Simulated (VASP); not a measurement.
# Co (Fm-3m) in VASP: notebook

Co is run at these levels: PBE; tasks: single point.

All numbers are computed with VASP 6.6.1; they aren't measurements. Logs are shortened: lines on timing, memory, paths and dates and some standing lists are left out, and cuts for length are marked.

### 1 The cell of the first run

It takes space group Fm-3m (No. 225, cubic). The conventional cell has a = 3.605 Å, b = 3.605 Å, c = 3.605 Å, α = 90.00°, β = 90.00°, γ = 90.00°. Within 3.4 Å of Co (site symmetry m-3m) lie 12 Co at 2.55 Å.

This isn't the form of Co at room conditions, which is hcp.

### 2 Single point, PBE, collinear spin, ferromagnetic start

Contents of INCAR:

```
SYSTEM = Co
PREC = Accurate
ENCUT = 600
EDIFF = 1E-6
ISMEAR = 0
SIGMA = 0.05
LREAL = .FALSE.
LASPH = .TRUE.
NELM = 200
ALGO = Normal
ISIF = 2
LWAVE = .FALSE.
LCHARG = .FALSE.
ISPIN = 2
MAGMOM = 1.98 1.98
LORBIT = 11
LMAXMIX = 4
GGA = PE
ISYM = 0
NBANDS = 20
GGA_COMPAT = .FALSE.
```

Contents of KPOINTS:

```
Automatic mesh
0
G
  11 6 11
  0 0 0
```

Contents of POSCAR:

```
Co
1.0
    0.0000000000      1.8026000000      1.8026000000
    3.6052000000      0.0000000000      3.6052000000
    1.8026000000      1.8026000000      0.0000000000
Co
2
Direct
    0.0000000000      0.0000000000      0.0000000000
    0.0000000000      0.5000000000      0.0000000000
```

Potentials or basis: VASP PAW PBE potentials, release 64 (Co).

Started as:

```
$ cat potpaw_PBE.64/Co/POTCAR > POTCAR
$ mpirun -np 1 vasp_std > vasp.out
```

OUTCAR:

```text
SYSTEM = Co
   PREC = Accurate
   ENCUT = 600
   EDIFF = 1E-6
   ISMEAR = 0
   LREAL = .FALSE.
   LASPH = .TRUE.
   NELM = 200
   ISIF = 2
   ISPIN = 2
   LORBIT = 11
   GGA = PE
   ISYM = 0

 ion  position               nearest neighbor table
   1  0.000  0.000  0.000-   2 2.55   2 2.55   2 2.55   2 2.55   2 2.55   2 2.55
   2  0.000  0.500  0.000-   1 2.55   1 2.55   1 2.55   1 2.55   1 2.55   1 2.55

IMPORTANT INFORMATION: All symmetrisations will be switched off!
NOSYMM: (Re-)initialisation of all symmetry stuff for point group C_1.

----------------------------------------------------------------------------------------

                                     Primitive cell

  volume of cell :      23.4292

  direct lattice vectors                    reciprocal lattice vectors
     0.000000000  1.802600000  1.802600000    -0.277377122  0.277377122  0.277377122
     3.605200000  0.000000000  3.605200000     0.138688561 -0.138688561  0.138688561
     1.802600000  1.802600000  0.000000000     0.277377122  0.277377122 -0.277377122

  length of vectors
     2.549261368  5.098522735  2.549261368     0.480431268  0.240215634  0.480431268

  position of ions in fractional coordinates (direct lattice)
     0.000000000  0.000000000  0.000000000
     0.000000000  0.500000000  0.000000000

  ion indices of the primitive-cell ions
   primitive index   ion index
                 1           1
                 2           2

----------------------------------------------------------------------------------------

 KPOINTS: Automatic mesh

Automatic generation of k-mesh.
 Grid dimensions read from file:
 generate k-points for:   11    6   11

 Generating k-lattice:

  Cartesian coordinates                     Fractional coordinates (reciprocal lattice)
    -0.025216102  0.025216102  0.025216102     0.090909091  0.000000000  0.000000000
     0.023114760 -0.023114760  0.023114760     0.000000000  0.166666667  0.000000000
     0.025216102  0.025216102 -0.025216102     0.000000000  0.000000000  0.090909091

  Length of vectors
     0.043675570  0.040035939  0.043675570

  Shift w.r.t. Gamma in fractional coordinates (k-lattice)
     0.000000000  0.000000000  0.000000000

 -----------------------------------------------------------------------------
|                                                                             |
|           W    W    AA    RRRRR   N    N  II  N    N   GGGG   !!!           |
|           W    W   A  A   R    R  NN   N  II  NN   N  G    G  !!!           |
|           W    W  A    A  R    R  N N  N  II  N N  N  G       !!!           |
|           W WW W  AAAAAA  RRRRR   N  N N  II  N  N N  G  GGG   !            |
|           WW  WW  A    A  R   R   N   NN  II  N   NN  G    G                |
|           W    W  A    A  R    R  N    N  II  N    N   GGGG   !!!           |
|                                                                             |
|     Your reciprocal lattice and k-lattice belong to different lattice       |
|     classes:                                                                |
|                                                                             |
|        The reciprocal lattice is rhombohedral (trigonal),                   |
|        whereas your k-lattice is base-centered monoclinic.                  |
|                                                                             |
|     Results are often still useful ...                                      |
|                                                                             |
 -----------------------------------------------------------------------------

 WARNING: IBZKPT: internal override: KBLOWUP is changed to .FALSE.
      ... skipping the blow-up phase ...

 Subroutine IBZKPT returns following result:
 ===========================================

 Found    364 irreducible k-points:

 Following reciprocal coordinates:
            Coordinates               Weight
  0.000000  0.000000  0.000000      1.000000
  0.090909  0.000000  0.000000      2.000000
  0.181818  0.000000  0.000000      2.000000
  0.272727  0.000000  0.000000      2.000000
  0.363636  0.000000  0.000000      2.000000
  0.454545  0.000000  0.000000      2.000000
[... 16 lines left out ...]
  0.454545  0.333333  0.000000      2.000000
 -0.454545  0.333333  0.000000      2.000000
 [... further k-points ...]
   k-points           NKPTS =    364   k-points in BZ     NKDIM =    364   number of bands    NBANDS=     20
   number of dos      NEDOS =    301   number of ions     NIONS =      2
   total plane-waves  NPLWV =  16800
   dimension x,y,z NGX =    20 NGY =   42 NGZ =   20
   dimension x,y,z NGXF=    40 NGYF=   84 NGZF=   40
   ions per type =               2
   NGX,Y,Z   is equivalent  to a cutoff of  13.04, 13.69, 13.04 a.u.
   NGXF,Y,Z  is equivalent  to a cutoff of  26.09, 27.39, 26.09 a.u.
 SYSTEM =  Co
   PREC   = accura    normal or accurate (medium, high low for compatibility)
   ISTART =      0    job   : 0-new  1-cont  2-samecut
   ICHARG =      2    charge: 1-file 2-atom 10-const
   ISPIN  =      2    spin polarized calculation?
   LNONCOLLINEAR =      F non collinear calculations
   LSORBIT =      F    spin-orbit coupling
   LASPH  =      T    aspherical Exc in radial PAW
   ENCUT  =  600.0 eV  44.10 Ry    6.64 a.u.   5.09 10.18  5.09*2*pi/ulx,y,z
   NELM   =    200;   NELMIN=  2; NELMDL= -5     # of ELM steps
   EDIFF  = 0.1E-05   stopping-criterion for ELM
   LREAL  =      F    real-space projection
   EDIFFG = 0.1E-04   stopping-criterion for IOM
   NSW    =      0    number of steps for IOM
   IBRION =     -1    ionic relax: 0-MD 1-quasi-New 2-CG
   NFREE  =      0    steps in history (QN), initial steepest desc. (CG)
   ISIF   =      2    stress and relaxation
   ISYM   =      0    0-nonsym 1-usesym 2-fastsym
   POTIM  = 0.5000    time-step for ionic-motion
   TEBEG  =    0.0;   TEEND  =   0.0 temperature during run
   PSTRESS=    0.0 pullay stress
   NELECT =      18.0000    total number of electrons
   NUPDOWN=      -1.0000    fix difference up-down
   EMIN   =  10.00;   EMAX   =-10.00  energy-range for DOS
   EFERMI =   0.00;   METHOD = LEGACY
   ISMEAR =     0;   SIGMA  =   0.05  broadening in eV -4-tet -1-fermi 0-gaus
   EFERMI_NEDOS =   21; number of points for ismear=-14 and -15
   IALGO  =     38    algorithm
   IMIX   =      4    mixing-type and parameters
     AMIX     =   0.40;   BMIX     =  1.00
     AMIX_MAG =   1.60;   BMIX_MAG =  1.00
  volume/ion in A,a.u.               =      11.71        79.05
  Fermi-wavevector in a.u.,A,eV,Ry     =   1.499384  2.833426 30.587984  2.248153
  Thomas-Fermi vector in A             =   2.611021
   LORBIT       =     11    0 simple, 1 ext, 2 COOP (PROOUT), +10 PAW based schemes
   GGA     = PE    functional components
   LHFCALC =     F    Hartree Fock is set to
   AEXX    =    0.0000 exact exchange contribution
   IVDW    =     0    specifies the selected vdW correction
   LEPSILON=     F    determine dielectric tensor
   LRPA    =     F    only Hartree local field effects (RPA)
 spin polarized calculation
 Gauss-broadening in eV      SIGMA  =   0.05
  energy-cutoff  :      600.00
  volume of cell :       23.43
 maximum number of plane-waves:       792
   NGX = 11   NGY = 21   NGZ = 11

 number of electron      18.0000004 magnetization       3.3891249

 Free energy of the ion-electron system (eV)
  ---------------------------------------------------
  ext. energy  EPLUGINS =         0.00000000
  ---------------------------------------------------
  free energy    TOTEN  =       -13.95615665 eV

  energy without entropy =      -13.95179942  energy(sigma->0) =      -13.95397804

 E-fermi :   9.3386     XC(G=0): -12.9607

 val. band max:        9.3367342582   @ k =   0.2727  -0.1667   0.1818
 cond. band min:       9.3388634758   @ k =   0.1818   0.0000   0.2727
 fundamental gap:      0.0021292176
 Fermi energy:         9.3385854642

 spin component 1

 k-point     1 :       0.0000    0.0000    0.0000
  band No.  band energies     occupation
      1       0.7343      1.00000
      2       4.4286      1.00000
      3       6.5435      1.00000
      4       6.5455      1.00000
      5       6.6785      1.00000
      6       6.6794      1.00000
[... 12 lines left out ...]
     19      35.4553      0.00000
     20      35.4614      0.00000

 k-point     2 :       0.0909    0.0000    0.0000
  band No.  band energies     occupation
      1       1.0428      1.00000
      2       4.5920      1.00000
      3       6.4085      1.00000
      4       6.6032      1.00000
      5       6.6687      1.00000
      6       6.7463      1.00000
[... 498 lines left out ...]
 k-point    24 :      -0.4545    0.3333    0.0000
  band No.  band energies     occupation
      1       4.6351      1.00000
      2       4.9430      1.00000
      3       5.2483      1.00000
      4       6.1085      1.00000
      5       6.9121      1.00000
      6       6.9688      1.00000
[... 12 lines left out ...]
     19      29.4949      0.00000
     20      30.7538      0.00000

 [... further k-points ...]

 spin component 2

 k-point     1 :       0.0000    0.0000    0.0000
  band No.  band energies     occupation
      1       0.7432      1.00000
      2       5.3655      1.00000
      3       8.2928      1.00000
      4       8.2959      1.00000
      5       8.3018      1.00000
      6       8.3023      1.00000
[... 12 lines left out ...]
     19      35.6336      0.00000
     20      35.6346      0.00000

 k-point     2 :       0.0909    0.0000    0.0000
  band No.  band energies     occupation
      1       1.0529      1.00000
      2       5.5329      1.00000
      3       8.0631      1.00000
      4       8.1916      1.00000
      5       8.3709      1.00000
      6       8.3775      1.00000
[... 498 lines left out ...]
 k-point    24 :      -0.4545    0.3333    0.0000
  band No.  band energies     occupation
      1       5.7212      1.00000
      2       5.9666      1.00000
      3       6.5745      1.00000
      4       7.5639      1.00000
      5       8.1961      1.00000
      6       8.7350      1.00000
[... 12 lines left out ...]
     19      29.7968      0.00000
     20      30.8532      0.00000

 [... further k-points ...]

------------------------ aborting loop because EDIFF is reached ----------------------------------------

  FORCE on cell =-STRESS in cart. coord.  units (eV):
  Direction    XX          YY          ZZ          XY          YZ          ZX
  --------------------------------------------------------------------------------------
  -------------------------------------------------------------------------------------
  Total       -1.9316077     -1.9151261     -1.9316060     -0.0518151     -0.0518173      0.0203225
  in kB     -132.0904526   -130.9633778   -132.0903312     -3.5433074     -3.5434578      1.3897301
  external PRESSURE =    -131.7147205 kB  Pullay stress =       0.0000000 kB

 VOLUME and BASIS-vectors are now :
 -----------------------------------------------------------------------------
  energy-cutoff  :      600.00
  volume of cell :       23.43
      direct lattice vectors                 reciprocal lattice vectors
     0.000000000  1.802600000  1.802600000    -0.277377122  0.277377122  0.277377122
     3.605200000  0.000000000  3.605200000     0.138688561 -0.138688561  0.138688561
     1.802600000  1.802600000  0.000000000     0.277377122  0.277377122 -0.277377122

 POSITION                                       TOTAL-FORCE (eV/Angst)
 -----------------------------------------------------------------------------------
      0.00000      0.00000      0.00000        -0.000000     -0.000000      0.000001
      1.80260      0.00000      1.80260         0.000000      0.000000     -0.000001
 -----------------------------------------------------------------------------------
    total drift:                                0.000001     -0.000001      0.000000

  FREE ENERGIE OF THE ION-ELECTRON SYSTEM (eV)
  ---------------------------------------------------
  free  energy   TOTEN  =       -13.9561566543 eV

  energy  without entropy=      -13.9517994224  energy(sigma->0) =      -13.95397804

 total charge

# of ion       s       p       d       tot
------------------------------------------
    1        0.460   0.462   7.210   8.132
    2        0.460   0.462   7.210   8.132
--------------------------------------------------
tot          0.919   0.924  14.420  16.263

 magnetization (x)

# of ion       s       p       d       tot
------------------------------------------
    1       -0.011  -0.046   1.782   1.725
    2       -0.011  -0.046   1.782   1.725
--------------------------------------------------
tot         -0.022  -0.091   3.564   3.451
```

Run time: 11 min. Hardware: 1 thread of Intel Xeon 8259CL, shared host; peak memory 0.39 GiB.

Results:

- Free energy: -13.9562 eV
- Pressure: -13.2 GPa
- Net moment: 3.39 μB per cell
- Site moments: Co +1.73 μB
- Valence electrons inside the program's atomic spheres: Co 8.13

Levels at points of the mesh, in eV from the Fermi level:
Spin up:
```csv
k point,band 7,band 8,band 9,band 10,band 11,band 12,band 13,band 14,band 15,band 16
"(0.00, 0.00, 0.00)",-2.65,-1.77,-1.77,-0.96,-0.95,-0.26,5.44,20.95,22.36,23.49
"(0.00, 0.50, 0.00)",-2.52,-2.52,-1.62,-1.62,-1.62,-1.62,13.78,13.78,22.49,22.49
```
Spin down:
```csv
k point,band 3,band 4,band 5,band 6,band 7,band 8,band 9,band 10,band 11,band 12
"(0.00, 0.00, 0.00)",-1.05,-1.04,-1.04,-1.04,-1.04,-0.32,0.29,0.30,1.01,1.02
"(0.00, 0.50, 0.00)",-1.54,-1.54,-0.80,-0.80,-0.80,-0.80,0.35,0.35,0.36,0.36
```

Caveat: the cell stands under tension.

### 3 Single point, PBE, collinear spin, ferromagnetic start

Contents of INCAR:

```
ALGO = Normal ; EDIFF = 1E-6
ENCUT = 600 ; GGA = PE
GGA_COMPAT = False ; ISIF = 2
ISMEAR = 0 ; ISPIN = 2
ISYM = 0 ; LASPH = True
LCHARG = True ; LELF = True
LMAXMIX = 4 ; LORBIT = 11
LREAL = False ; LVHAR = True
LWAVE = False ; MAGMOM = 0.3 0.3
NBANDS = 20 ; NELM = 200
PREC = Accurate ; SIGMA = 0.05
```

Contents of KPOINTS:

```
k-points
0
Gamma
  11 6 11
```

POSCAR is that of step 2.

Potentials or basis: VASP PAW PBE potentials, release 64 (Co).

Started as:

```
$ cat potpaw_PBE.64/Co/POTCAR > POTCAR
$ mpirun -np 1 vasp_std > vasp.out
```

Run time: 16 min. Hardware: 1 thread of Intel Xeon 8259CL, shared host; peak memory 0.39 GiB.

The run converged. Its results:

- Free energy: -13.4250 eV
- Pressure: -24.4 GPa
- Band gap on the k mesh: zero (filled and empty bands overlap)
- Net moment: 0.00 μB per cell
- Valence electrons inside the program's atomic spheres: Co 8.13

Stress tensor (GPa, compression positive):
```
-24.41   0.19  -0.17
  0.19 -24.48   0.19
 -0.17   0.19 -24.41
```

Levels at points of the mesh, in eV from the Fermi level:
Spin up:
| k point | band 6 | band 7 | band 8 | band 9 | band 10 | band 11 | band 12 | band 13 |
| --- | --- | --- | --- | --- | --- | --- | --- | --- |
| (0.00, 0.00, 0.00) | -1.59 | -1.58 | -0.48 | -0.47 | 0.05 | 0.27 | 0.28 | 6.21 |
| (0.00, 0.50, 0.00) | -1.38 | -1.38 | -1.38 | -0.38 | -0.38 | -0.38 | -0.38 | 14.29 |
Spin down:
```tsv
k point	band 7	band 8	band 9	band 10	band 11	band 12
(0.00, 0.00, 0.00)	-1.58	-0.48	-0.47	0.05	0.27	0.28
(0.00, 0.50, 0.00)	-1.38	-1.38	-0.38	-0.38	-0.38	-0.38
```

Caveat: the cell stands under tension.
